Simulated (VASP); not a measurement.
# Au (P6_3/mmc) in VASP: a series of runs

Runs on Au. Level: r2SCAN. Tasks: single point.

Everything below comes from runs of VASP 6.6.1. Logs are shortened: lines on timing, memory, paths and dates and some standing lists are left out, and cuts for length are marked.

### Step 1. The cell of the first run

Symmetry: P6_3/mmc, No. 194, hexagonal system. The conventional cell has a = 3.124 Å, b = 3.124 Å, c = 4.205 Å, α = 90.00°, β = 90.00°, γ = 120.00°. Within 3.7 Å of Au (site symmetry -6m2) lie 12 Au at 2.77 to 3.12 Å.

This isn't the form of Au at room conditions, which is fcc.

### Step 2. Single point, r2SCAN

POSCAR reads:

```
Au
1.0
    3.1239285882      0.0000000000      0.0000000000
   -1.5619642941      2.7054015170      0.0000000000
    0.0000000000      0.0000000000      4.2054565149
Au
2
Direct
    0.3333333333      0.6666666667      0.7500000000
    0.6666666667      0.3333333333      0.2500000000
```

INCAR.step1 reads:

```
SYSTEM = Au
  ALGO = Normal
  EDIFF = 1E-4
  ENCUT = 520
  GGA = PE
  ISMEAR = 0
  LASPH = .TRUE.
  LCHARG = .FALSE.
  LREAL = .FALSE.
  LWAVE = .TRUE.
  NBANDS = 18
  NELM = 60
  PREC = Accurate
  SIGMA = 0.15
```

INCAR.step2 reads:

```
SYSTEM = Au
  ALGO = Normal
  EDIFF = 1E-6
  ENCUT = 520
  ISIF = 2
  ISMEAR = 0
  ISTART = 1
  LASPH = .TRUE.
  LCHARG = .FALSE.
  LMIXTAU = .TRUE.
  LREAL = .FALSE.
  LWAVE = .FALSE.
  METAGGA = R2SCAN
  NBANDS = 18
  NELM = 60
  PREC = Accurate
  SIGMA = 0.15
```

KPOINTS reads:

```
k-points
0
G
  24 24 12
  0 0 0
```

Potentials or basis: VASP PAW PBE potentials, release 64 (Au).

The run is started by

```
> cat potpaw_PBE.64/Au/POTCAR > POTCAR
> cp INCAR.step1 INCAR
> mpirun -np 1 vasp_std > vasp.out
> cp INCAR.step2 INCAR
> mpirun -np 1 vasp_std > vasp.out
```

OUTCAR:

```text
SYSTEM = Au
   EDIFF = 1E-6
   ENCUT = 520
   ISIF = 2
   ISMEAR = 0
   ISTART = 1
   LASPH = .TRUE.
   LREAL = .FALSE.
   METAGGA = R2SCAN
   NELM = 60
   PREC = Accurate

 ion  position               nearest neighbor table
   1  0.333  0.667  0.750-   2 2.77   2 2.77   2 2.77   2 2.77   2 2.77   2 2.77
   2  0.667  0.333  0.250-   1 2.77   1 2.77   1 2.77   1 2.77   1 2.77   1 2.77

  LATTYP: Found a hexagonal cell.
 ALAT       =     3.1239285882
 C/A-ratio  =     1.3462076344

  Lattice vectors:

 A1 = (   3.1239285882,   0.0000000000,   0.0000000000)
 A2 = (  -1.5619642941,   2.7054015170,   0.0000000000)
 A3 = (   0.0000000000,   0.0000000000,   4.2054565149)

Analysis of symmetry for initial positions (statically):
=====================================================================
 Subroutine PRICEL returns:
 Original cell was already a primitive cell.

 Routine SETGRP: Setting up the symmetry group for a
 hexagonal supercell.

 Subroutine GETGRP returns: Found 24 space group operations
 (whereof 12 operations were pure point group operations)
 out of a pool of 24 trial point group operations.

The static configuration has the point symmetry D_3d.
 The point group associated with its full space group is D_6h.

Analysis of symmetry for dynamics (positions and initial velocities):
=====================================================================
 Subroutine PRICEL returns:
 Original cell was already a primitive cell.

 Routine SETGRP: Setting up the symmetry group for a
 hexagonal supercell.

 Subroutine GETGRP returns: Found 24 space group operations
 (whereof 12 operations were pure point group operations)
 out of a pool of 24 trial point group operations.

The dynamic configuration has the point symmetry D_3d.
 The point group associated with its full space group is D_6h.

 Subroutine INISYM returns: Found 24 space group operations
 (whereof 12 operations are pure point group operations),
 and found     1 'primitive' translations

----------------------------------------------------------------------------------------

                                     Primitive cell

  volume of cell :      35.5423

  direct lattice vectors                    reciprocal lattice vectors
     3.123928588  0.000000000  0.000000000     0.320109750  0.184815450  0.000000000
    -1.561964294  2.705401517  0.000000000     0.000000000  0.369630901  0.000000000
     0.000000000  0.000000000  4.205456515     0.000000000  0.000000000  0.237786313

  length of vectors
     3.123928588  3.123928588  4.205456515     0.369630901  0.369630901  0.237786313

  position of ions in fractional coordinates (direct lattice)
     0.333333333  0.666666667  0.750000000
     0.666666667  0.333333333  0.250000000

  ion indices of the primitive-cell ions
   primitive index   ion index
                 1           1
                 2           2

----------------------------------------------------------------------------------------

 KPOINTS: k-points

Automatic generation of k-mesh.
 Grid dimensions read from file:
 generate k-points for:   24   24   12

 Generating k-lattice:

  Cartesian coordinates                     Fractional coordinates (reciprocal lattice)
     0.013337906  0.007700644  0.000000000     0.041666667  0.000000000  0.000000000
     0.000000000  0.015401288  0.000000000     0.000000000  0.041666667  0.000000000
     0.000000000  0.000000000  0.019815526     0.000000000  0.000000000  0.083333333

  Length of vectors
     0.015401288  0.015401288  0.019815526

  Shift w.r.t. Gamma in fractional coordinates (k-lattice)
     0.000000000  0.000000000  0.000000000

 Subroutine IBZKPT returns following result:
 ===========================================

 Found    427 irreducible k-points:

 Following reciprocal coordinates:
            Coordinates               Weight
  0.000000  0.000000  0.000000      1.000000
  0.041667  0.000000  0.000000      6.000000
  0.083333 -0.000000  0.000000      6.000000
  0.125000 -0.000000  0.000000      6.000000
  0.166667 -0.000000  0.000000      6.000000
  0.208333  0.000000  0.000000      6.000000
[... 16 lines left out ...]
  0.416667  0.041667  0.000000     12.000000
  0.458333  0.041667  0.000000     12.000000
 [... further k-points ...]
   k-points           NKPTS =    427   k-points in BZ     NKDIM =    427   number of bands    NBANDS=     18
   number of dos      NEDOS =    301   number of ions     NIONS =      2
   total plane-waves  NPLWV =  18432
   dimension x,y,z NGX =    24 NGY =   24 NGZ =   32
   dimension x,y,z NGXF=    48 NGYF=   48 NGZF=   64
   ions per type =               2
   NGX,Y,Z   is equivalent  to a cutoff of  12.77, 12.77, 12.65 a.u.
   NGXF,Y,Z  is equivalent  to a cutoff of  25.54, 25.54, 25.30 a.u.
 SYSTEM =  Au
   PREC   = accura    normal or accurate (medium, high low for compatibility)
   ISTART =      1    job   : 0-new  1-cont  2-samecut
   ICHARG =      0    charge: 1-file 2-atom 10-const
   ISPIN  =      1    spin polarized calculation?
   LNONCOLLINEAR =      F non collinear calculations
   LSORBIT =      F    spin-orbit coupling
   LASPH  =      T    aspherical Exc in radial PAW
   ENCUT  =  520.0 eV  38.22 Ry    6.18 a.u.   5.81  5.81  7.82*2*pi/ulx,y,z
   NELM   =     60;   NELMIN=  2; NELMDL=  0     # of ELM steps
   EDIFF  = 0.1E-05   stopping-criterion for ELM
   LREAL  =      F    real-space projection
   EDIFFG = 0.1E-04   stopping-criterion for IOM
   NSW    =      0    number of steps for IOM
   IBRION =     -1    ionic relax: 0-MD 1-quasi-New 2-CG
   NFREE  =      0    steps in history (QN), initial steepest desc. (CG)
   ISIF   =      2    stress and relaxation
   ISYM   =      2    0-nonsym 1-usesym 2-fastsym
   POTIM  = 0.5000    time-step for ionic-motion
   TEBEG  =    0.0;   TEEND  =   0.0 temperature during run
   PSTRESS=    0.0 pullay stress
   NELECT =      22.0000    total number of electrons
   NUPDOWN=      -1.0000    fix difference up-down
   EMIN   =  10.00;   EMAX   =-10.00  energy-range for DOS
   EFERMI =   0.00;   METHOD = LEGACY
   ISMEAR =     0;   SIGMA  =   0.15  broadening in eV -4-tet -1-fermi 0-gaus
   EFERMI_NEDOS =   21; number of points for ismear=-14 and -15
   IALGO  =     38    algorithm
   IMIX   =      4    mixing-type and parameters
     AMIX     =   0.40;   BMIX     =  1.00
     AMIX_MAG =   1.60;   BMIX_MAG =  1.00
  volume/ion in A,a.u.               =      17.77       119.93
  Fermi-wavevector in a.u.,A,eV,Ry     =   1.395191  2.636529 26.484537  1.946559
  Thomas-Fermi vector in A             =   2.518667
   LORBIT       =      0    0 simple, 1 ext, 2 COOP (PROOUT), +10 PAW based schemes
   METAGGA = R2SCAN    functional components
   LHFCALC =     F    Hartree Fock is set to
   AEXX    =    0.0000 exact exchange contribution
   IVDW    =     0    specifies the selected vdW correction
   LEPSILON=     F    determine dielectric tensor
   LRPA    =     F    only Hartree local field effects (RPA)
 non-spin polarized calculation
 Gauss-broadening in eV      SIGMA  =   0.15
  energy-cutoff  :      520.00
  volume of cell :       35.54
 maximum number of plane-waves:       974
 NGX is ok and might be reduce to    24

 number of electron      22.0000005 magnetization

 Free energy of the ion-electron system (eV)
  ---------------------------------------------------
  ext. energy  EPLUGINS =         0.00000000
  ---------------------------------------------------
  free energy    TOTEN  =      -100.96339891 eV

  energy without entropy =     -100.95764439  energy(sigma->0) =     -100.96052165

 E-fermi :   8.5902     XC(G=0): -13.2826

 val. band max:        8.5848613109   @ k =   0.4167   0.1667   0.0000
 cond. band min:       8.6039870511   @ k =   0.2083   0.1667   0.4167
 fundamental gap:      0.0191257401
 Fermi energy:         8.5901881460

 k-point     1 :       0.0000    0.0000    0.0000
  band No.  band energies     occupation
      1      -1.0036      2.00000
      2       1.6568      2.00000
      3       3.9135      2.00000
      4       3.9135      2.00000
      5       3.9649      2.00000
      6       3.9649      2.00000
[... 10 lines left out ...]
     17      26.3011      0.00000
     18      28.0862      0.00000

 k-point     2 :       0.0417    0.0000    0.0000
  band No.  band energies     occupation
      1      -0.9581      2.00000
      2       1.6818      2.00000
      3       3.8929      2.00000
      4       3.8963      2.00000
      5       3.9215      2.00000
      6       3.9919      2.00000
[... 10 lines left out ...]
     17      26.4594      0.00000
     18      28.0728      0.00000

 k-point     3 :       0.0833   -0.0000    0.0000
  band No.  band energies     occupation
      1      -0.8229      2.00000
      2       1.7532      2.00000
      3       3.8103      2.00000
      4       3.8343      2.00000
      5       3.8429      2.00000
      6       4.0721      2.00000
[... 10 lines left out ...]
     17      26.7530      0.00000
     18      28.0218      0.00000

 k-point     4 :       0.1250   -0.0000    0.0000
  band No.  band energies     occupation
      1      -0.6024      2.00000
      2       1.8600      2.00000
      3       3.6681      2.00000
      4       3.7458      2.00000
      5       3.7481      2.00000
      6       4.2020      2.00000
[... 10 lines left out ...]
     17      27.1236      0.00000
     18      27.6683      0.00000

 k-point     5 :       0.1667   -0.0000    0.0000
  band No.  band energies     occupation
      1      -0.3050      2.00000
      2       1.9815      2.00000
      3       3.5306      2.00000
      4       3.6079      2.00000
      5       3.6376      2.00000
      6       4.3756      2.00000
[... 10 lines left out ...]
     17      26.7779      0.00000
     18      27.4587      0.00000

 k-point     6 :       0.2083    0.0000    0.0000
  band No.  band energies     occupation
      1       0.0551      2.00000
      2       2.0867      2.00000
      3       3.4258      2.00000
      4       3.4337      2.00000
      5       3.5202      2.00000
      6       4.5395      2.00000
[... 10 lines left out ...]
     17      25.9608      0.00000
     18      26.4279      0.00000

 k-point     7 :       0.2500   -0.0000    0.0000
  band No.  band energies     occupation
      1       0.4548      2.00000
      2       2.1414      2.00000
      3       3.2169      2.00000
      4       3.4025      2.00000
      5       3.4140      2.00000
      6       4.6199      2.00000
[... 10 lines left out ...]
     17      25.2197      0.00000
     18      25.3283      0.00000

 k-point     8 :       0.2917    0.0000    0.0000
  band No.  band energies     occupation
      1       0.8584      2.00000
      2       2.1317      2.00000
      3       3.0027      2.00000
      4       3.2919      2.00000
      5       3.4962      2.00000
      6       4.7540      2.00000
[... 10 lines left out ...]
     17      24.5442      0.00000
     18      25.0962      0.00000
[... 229 lines left out ...]
     17      24.8527      0.00000
     18      25.2023      0.00000

 k-point    20 :       0.2917    0.0417    0.0000
  band No.  band energies     occupation
      1       1.0741      2.00000
      2       2.1284      2.00000
      3       2.8623      2.00000
      4       3.2737      2.00000
      5       3.5328      2.00000
      6       4.8287      2.00000
[... 10 lines left out ...]
     17      24.2153      0.00000
     18      25.3031      0.00000

 k-point    21 :       0.3333    0.0417    0.0000
  band No.  band energies     occupation
      1       1.3941      2.00000
      2       2.0622      2.00000
      3       2.6812      2.00000
      4       3.1856      2.00000
      5       3.7615      2.00000
      6       4.9029      2.00000
[... 10 lines left out ...]
     17      23.6067      0.00000
     18      25.1462      0.00000

 k-point    22 :       0.3750    0.0417    0.0000
  band No.  band energies     occupation
      1       1.6175      2.00000
      2       1.9930      2.00000
      3       2.5361      2.00000
      4       3.1163      2.00000
      5       4.0526      2.00000
      6       4.8662      2.00000
[... 10 lines left out ...]
     17      23.0092      0.00000
     18      24.6415      0.00000

 k-point    23 :       0.4167    0.0417    0.0000
  band No.  band energies     occupation
      1       1.7479      2.00000
      2       1.9386      2.00000
      3       2.4355      2.00000
      4       3.0687      2.00000
      5       4.3281      2.00000
      6       4.8445      2.00000
[... 10 lines left out ...]
     17      22.4628      0.00000
     18      24.3006      0.00000

 k-point    24 :       0.4583    0.0417    0.0000
  band No.  band energies     occupation
      1       1.8060      2.00000
      2       1.9088      2.00000
      3       2.3841      2.00000
      4       3.0445      2.00000
      5       4.4965      2.00000
      6       4.8344      2.00000
[... 10 lines left out ...]
     17      22.1050      0.00000
     18      24.1330      0.00000

 [... further k-points ...]
[... 5 lines left out ...]
  --------------------------------------------------------------------------------------
  -------------------------------------------------------------------------------------
  Total        0.2053284      0.2053284      2.8086001      0.0000000     -0.0000000      0.0000000
  in kB        9.2557932      9.2557932    126.6060686      0.0000000     -0.0000000      0.0000000
  external PRESSURE =      48.3725517 kB  Pullay stress =       0.0000000 kB

 VOLUME and BASIS-vectors are now :
 -----------------------------------------------------------------------------
  energy-cutoff  :      520.00
  volume of cell :       35.54
      direct lattice vectors                 reciprocal lattice vectors
     3.123928588  0.000000000  0.000000000     0.320109750  0.184815450  0.000000000
    -1.561964294  2.705401517  0.000000000     0.000000000  0.369630901  0.000000000
     0.000000000  0.000000000  4.205456515     0.000000000  0.000000000  0.237786313

 POSITION                                       TOTAL-FORCE (eV/Angst)
 -----------------------------------------------------------------------------------
     -0.00000      1.80360      3.15409         0.000000     -0.000000      0.000000
      1.56196      0.90180      1.05136        -0.000000      0.000000      0.000000
 -----------------------------------------------------------------------------------
    total drift:                               -0.000000      0.000000     -0.000000

  FREE ENERGIE OF THE ION-ELECTRON SYSTEM (eV)
  ---------------------------------------------------
  free  energy   TOTEN  =      -100.9633989143 eV

  energy  without entropy=     -100.9576443937  energy(sigma->0) =     -100.96052165
```

Run time: 3.6 min. Hardware: 1 thread of Intel Xeon 6975P-C (Granite Rapids), shared host; peak memory 0.33 GiB.

What came out:

```yaml
Free_energy: -100.9634 eV
Pressure: 4.8 GPa
Band_gap_on_the_k_mesh: zero (bands 11 and 12 overlap by 6.29 eV)
```

Caveat: the cell stands under pressure; the PAW data sets were made with another functional, which shifts forces and pressure a little; spin-orbit coupling is left out, which moves the levels of the heavy elements.

### Step 3. Single point, r2SCAN

This run uses another cell than the first one, of the same volume but with other edges.

POSCAR reads:

```
Au
1.0
    2.6571534921      0.0000000000      0.0000000000
   -1.3285767460      2.3011624259      0.0000000000
    0.0000000000      0.0000000000      5.8127555150
Au
2
Direct
    0.3333333333      0.6666666667      0.7500000000
    0.6666666667      0.3333333333      0.2500000000
```

INCAR.step1 reads:

```
PREC = Accurate
ENCUT = 520
ISMEAR = 0
SIGMA = 0.15
LREAL = F
LASPH = T
NELM = 80
NBANDS = 18
GGA = PE
ALGO = Normal
EDIFF = 1E-4
LWAVE = T
LCHARG = F
```

INCAR.step2 reads:

```
PREC = Accurate
ENCUT = 520
EDIFF = 1E-6
ISMEAR = 0
SIGMA = 0.15
LREAL = F
LASPH = T
NELM = 80
ALGO = Normal
ISIF = 2
LWAVE = F
LCHARG = F
METAGGA = R2SCAN
LMIXTAU = T
NBANDS = 18
ISTART = 1
```

KPOINTS reads:

```
regular mesh
0
Gamma
  24 24 12
```

Potentials or basis: VASP PAW PBE potentials, release 64 (Au).

The run is started by

```
> cat potpaw_PBE.64/Au/POTCAR > POTCAR
> cp INCAR.step1 INCAR
> mpirun -np 1 vasp_std > vasp.out
> cp INCAR.step2 INCAR
> mpirun -np 1 vasp_std > vasp.out
```

OUTCAR:

```text
PREC = Accurate
   ENCUT = 520
   EDIFF = 1E-6
   ISMEAR = 0
   LREAL = F
   LASPH = T
   NELM = 80
   ISIF = 2
   METAGGA = R2SCAN
   ISTART = 1

 ion  position               nearest neighbor table
   1  0.333  0.667  0.750-   2 3.29   2 3.29   2 3.29   2 3.29   2 3.29   2 3.29
   2  0.667  0.333  0.250-   1 3.29   1 3.29   1 3.29   1 3.29   1 3.29   1 3.29

  LATTYP: Found a hexagonal cell.
 ALAT       =     2.6571534921
 C/A-ratio  =     2.1875874060

  Lattice vectors:
[... 692 lines left out ...]

 [... further k-points ...]

------------------------ aborting loop because EDIFF is reached ----------------------------------------

  FORCE on cell =-STRESS in cart. coord.  units (eV):
  Direction    XX          YY          ZZ          XY          YZ          ZX
  --------------------------------------------------------------------------------------
  -------------------------------------------------------------------------------------
  Total        5.3110070      5.3110070      0.1950276      0.0000000     -0.0000000      0.0000000
  in kB      239.4095588    239.4095588      8.7914516      0.0000000     -0.0000000      0.0000000
  external PRESSURE =     162.5368564 kB  Pullay stress =       0.0000000 kB

 VOLUME and BASIS-vectors are now :
 -----------------------------------------------------------------------------
  energy-cutoff  :      520.00
  volume of cell :       35.54
      direct lattice vectors                 reciprocal lattice vectors
     2.657153492  0.000000000  0.000000000     0.376342580  0.217281490  0.000000000
    -1.328576746  2.301162426  0.000000000     0.000000000  0.434562979  0.000000000
     0.000000000  0.000000000  5.812755515     0.000000000  0.000000000  0.172035448

 POSITION                                       TOTAL-FORCE (eV/Angst)
 -----------------------------------------------------------------------------------
     -0.00000      1.53411      4.35957         0.000000      0.000000      0.000000
      1.32858      0.76705      1.45319        -0.000000      0.000000      0.000000
 -----------------------------------------------------------------------------------
    total drift:                               -0.000000      0.000000     -0.000000

  FREE ENERGIE OF THE ION-ELECTRON SYSTEM (eV)
  ---------------------------------------------------
  free  energy   TOTEN  =      -100.7435530841 eV

  energy  without entropy=     -100.7382811736  energy(sigma->0) =     -100.74091713
```

Wall time 6 min (1 thread of Intel Xeon 6975P-C (Granite Rapids), shared host); peak memory 0.34 GiB.

Results:

* Free energy: -100.7436 eV
* Pressure: 16.3 GPa
* Band gap on the k mesh: zero (bands 11 and 12 overlap by 8.23 eV)

Caveat: the cell stands under pressure; the PAW data sets were made with another functional, which shifts forces and pressure a little; spin-orbit coupling is left out, which moves the levels of the heavy elements.
